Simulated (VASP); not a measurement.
# TiTe2 (Fm-3m) in VASP: a series of runs, part 2 of 2

VASP 6.6.1. The steps go on from the part before.

## 3. Single point, r2SCAN+rVV10

POSCAR reads:

```
TiTe2
1.0
    0.0000000000      3.4401227243      3.4401227243
    3.4401227243      0.0000000000      3.4401227243
    3.4401227243      3.4401227243      0.0000000000
Ti Te
1 2
Direct
    0.0000000000      0.0000000000      0.0000000000
    0.2500000000      0.2500000000      0.2500000000
    0.7500000000      0.7500000000      0.7500000000
```

INCAR.step1 reads:

```
PREC = Accurate
ENCUT = 520
ISMEAR = -1
SIGMA = 0.02
LREAL = F
LASPH = T
NELM = 100
NBANDS = 19
GGA = PE
ALGO = Normal
EDIFF = 1E-4
LWAVE = T
LCHARG = F
```

INCAR.step2 reads:

```
PREC = Accurate
ENCUT = 520
EDIFF = 1E-6
ISMEAR = -1
SIGMA = 0.02
LREAL = F
LASPH = T
NELM = 100
ALGO = Normal
ISIF = 2
LWAVE = F
LCHARG = T
METAGGA = R2SCAN
LMIXTAU = T
LUSE_VDW = T
IVDW_NL = 2
BPARAM = 11.95
CPARAM = 0.0093
LELF = T
LVHAR = T
NBANDS = 19
ISTART = 1
```

KPOINTS reads:

```
Automatic mesh
0
Gamma
  4 4 4
```

Potentials or basis: VASP PAW PBE potentials, release 64 (Ti_sv, Te).

Command:

```
$ cat potpaw_PBE.64/Ti_sv/POTCAR potpaw_PBE.64/Te/POTCAR > POTCAR
$ cp INCAR.step1 INCAR
$ mpirun -np 1 vasp_std > vasp.out
$ cp INCAR.step2 INCAR
$ mpirun -np 1 vasp_std > vasp.out
```

OUTCAR:

```text
PREC = Accurate
   ENCUT = 520
   EDIFF = 1E-6
   ISMEAR = -1
   LREAL = F
   LASPH = T
   NELM = 100
   ISIF = 2
   METAGGA = R2SCAN
   IVDW_NL = 2
   BPARAM = 11.95
   ISTART = 1

 ion  position               nearest neighbor table
   1  0.000  0.000  0.000-   3 2.98   3 2.98   3 2.98   2 2.98   3 2.98   2 2.98   2 2.98   2 2.98

   2  0.250  0.250  0.250-   1 2.98   1 2.98   1 2.98   1 2.98   3 3.44   3 3.44   3 3.44   3 3.44
                             3 3.44   3 3.44
   3  0.750  0.750  0.750-   1 2.98   1 2.98   1 2.98   1 2.98   2 3.44   2 3.44   2 3.44   2 3.44
                             2 3.44   2 3.44

  LATTYP: Found a face centered cubic cell.
 ALAT       =     6.8802454486

  Lattice vectors:

 A1 = (   0.0000000000,   3.4401227243,   3.4401227243)
 A2 = (   3.4401227243,   0.0000000000,   3.4401227243)
 A3 = (   3.4401227243,   3.4401227243,   0.0000000000)

Analysis of symmetry for initial positions (statically):
=====================================================================
 Subroutine PRICEL returns:
 Original cell was already a primitive cell.

 Routine SETGRP: Setting up the symmetry group for a
 face centered cubic supercell.

 Subroutine GETGRP returns: Found 48 space group operations
 (whereof 48 operations were pure point group operations)
 out of a pool of 48 trial point group operations.

The static configuration has the point symmetry O_h .

Analysis of symmetry for dynamics (positions and initial velocities):
=====================================================================
 Subroutine PRICEL returns:
 Original cell was already a primitive cell.

 Routine SETGRP: Setting up the symmetry group for a
 face centered cubic supercell.

 Subroutine GETGRP returns: Found 48 space group operations
 (whereof 48 operations were pure point group operations)
 out of a pool of 48 trial point group operations.

The dynamic configuration has the point symmetry O_h .

 Subroutine INISYM returns: Found 48 space group operations
[... 99 lines left out ...]
   IALGO  =     38    algorithm
   IMIX   =      4    mixing-type and parameters
     AMIX     =   0.40;   BMIX     =  1.00
     AMIX_MAG =   1.60;   BMIX_MAG =  1.00
  volume/ion in A,a.u.               =      27.14       183.16
  Fermi-wavevector in a.u.,A,eV,Ry     =   1.089502  2.058860 16.150310  1.187014
  Thomas-Fermi vector in A             =   2.225706
   LORBIT       =      0    0 simple, 1 ext, 2 COOP (PROOUT), +10 PAW based schemes
   METAGGA = R2SCAN    functional components
   LHFCALC =     F    Hartree Fock is set to
   AEXX    =    0.0000 exact exchange contribution
   IVDW_NL    =     2    kernel type
   BPARAM     =11.9500
   IVDW    =     0    specifies the selected vdW correction
   LEPSILON=     F    determine dielectric tensor
   LRPA    =     F    only Hartree local field effects (RPA)
 non-spin polarized calculation
  energy-cutoff  :      520.00
  volume of cell :       81.42
 maximum number of plane-waves:      2209
   NGX = 19   NGY = 19   NGZ = 19

 number of electron      23.9999994 magnetization

 Free energy of the ion-electron system (eV)
  ---------------------------------------------------
  ext. energy  EPLUGINS =         0.00000000
  ---------------------------------------------------
  free energy    TOTEN  =       -64.34379282 eV

  energy without entropy =      -64.33727533  energy(sigma->0) =      -64.34053407

 E-fermi :   7.4127     XC(G=0): -10.3290

 val. band max:        7.3391696437   @ k =   0.0000   0.0000   0.0000
 cond. band min:       7.4349471838   @ k =  -0.2500   0.2500   0.0000
 fundamental gap:      0.0957775401
 Fermi energy:         7.4126869884

 k-point     1 :       0.0000    0.0000    0.0000
  band No.  band energies     occupation
      1     -52.9954      2.00000
      2     -28.2018      2.00000
      3     -28.2018      2.00000
      4     -28.2017      2.00000
      5      -6.4321      2.00000
      6      -2.3088      2.00000
[... 153 lines left out ...]
      6      -4.4933      2.00000
[... 11 lines left out ...]
     18      11.5983      0.00000
     19      11.8576      0.00000

------------------------ aborting loop because EDIFF is reached ----------------------------------------

  FORCE on cell =-STRESS in cart. coord.  units (eV):
  Direction    XX          YY          ZZ          XY          YZ          ZX
  --------------------------------------------------------------------------------------
  -------------------------------------------------------------------------------------
  Total       -0.0989673     -0.0989673     -0.0989673     -0.0000000     -0.0000000      0.0000000
  in kB       -1.9473794     -1.9473794     -1.9473794     -0.0000000     -0.0000000      0.0000000
  external PRESSURE =      -1.9473794 kB  Pullay stress =       0.0000000 kB

 VOLUME and BASIS-vectors are now :
 -----------------------------------------------------------------------------
  energy-cutoff  :      520.00
  volume of cell :       81.42
      direct lattice vectors                 reciprocal lattice vectors
     0.000000000  3.440122724  3.440122724    -0.145343652  0.145343652  0.145343652
     3.440122724  0.000000000  3.440122724     0.145343652 -0.145343652  0.145343652
     3.440122724  3.440122724  0.000000000     0.145343652  0.145343652 -0.145343652

 POSITION                                       TOTAL-FORCE (eV/Angst)
 -----------------------------------------------------------------------------------
      0.00000      0.00000      0.00000         0.000000      0.000000      0.000000
      1.72006      1.72006      1.72006         0.000000      0.000000     -0.000000
      5.16018      5.16018      5.16018        -0.000000     -0.000000      0.000000
 -----------------------------------------------------------------------------------
    total drift:                               -0.000000      0.000000      0.000000

  FREE ENERGIE OF THE ION-ELECTRON SYSTEM (eV)
  ---------------------------------------------------
  free  energy   TOTEN  =       -64.3437928164 eV

  energy  without entropy=      -64.3372753269  energy(sigma->0) =      -64.34053407
```

OSZICAR.step1:

```text
N       E                     dE             d eps       ncg     rms          rms(c)
DAV:   1     0.172020777071E+03    0.17202E+03   -0.10505E+04   304   0.115E+03
DAV:   2    -0.127215185268E+01   -0.17329E+03   -0.16934E+03   315   0.295E+02
DAV:   3    -0.169596423136E+02   -0.15687E+02   -0.14801E+02   519   0.794E+01
DAV:   4    -0.175139058127E+02   -0.55426E+00   -0.55152E+00   388   0.135E+01
DAV:   5    -0.175242033294E+02   -0.10298E-01   -0.10282E-01   461   0.183E+00    0.132E+01
DAV:   6    -0.188245947195E+02   -0.13004E+01   -0.55659E+01   366   0.374E+01    0.189E+01
DAV:   7    -0.154664794151E+02    0.33581E+01   -0.54590E+01   351   0.362E+01    0.646E+00
DAV:   8    -0.150611971780E+02    0.40528E+00   -0.18904E+00   341   0.841E+00    0.345E+00
DAV:   9    -0.151666875516E+02   -0.10549E+00   -0.94001E-01   406   0.523E+00    0.328E+00
DAV:  10    -0.151195257997E+02    0.47162E-01   -0.19600E+00   360   0.762E+00    0.186E+00
DAV:  11    -0.150676023374E+02    0.51923E-01   -0.13487E-01   333   0.228E+00    0.100E+00
DAV:  12    -0.150622169865E+02    0.53854E-02   -0.17658E-02   406   0.694E-01    0.416E-01
DAV:  13    -0.150618473402E+02    0.36965E-03   -0.13627E-03   381   0.182E-01    0.119E-01
DAV:  14    -0.150617892862E+02    0.58054E-04   -0.48915E-05   194   0.467E-02
   1 F= -.15061789E+02 E0= -.15058025E+02  d E =-.752860E-02
```

Wall time 4.4 min (1 thread of Intel Xeon 8259CL, shared host); peak memory 0.4 GiB.

Results:

```yaml
Free_energy: -64.3438 eV
Pressure: -0.2 GPa
Band_gap_on_the_k_mesh: zero (bands 12 and 13 overlap by 0.27 eV)
```

Caveat: the k points lie up to 0.40 Å⁻¹ apart; the structure was generated, so it needn't be the stable form of TiTe2; the PAW data sets were made with another functional, which shifts forces and pressure a little; spin-orbit coupling is left out, which moves the levels of the heavy elements.

The gap in the log of VASP goes by the Fermi energy; the results here count the filled bands.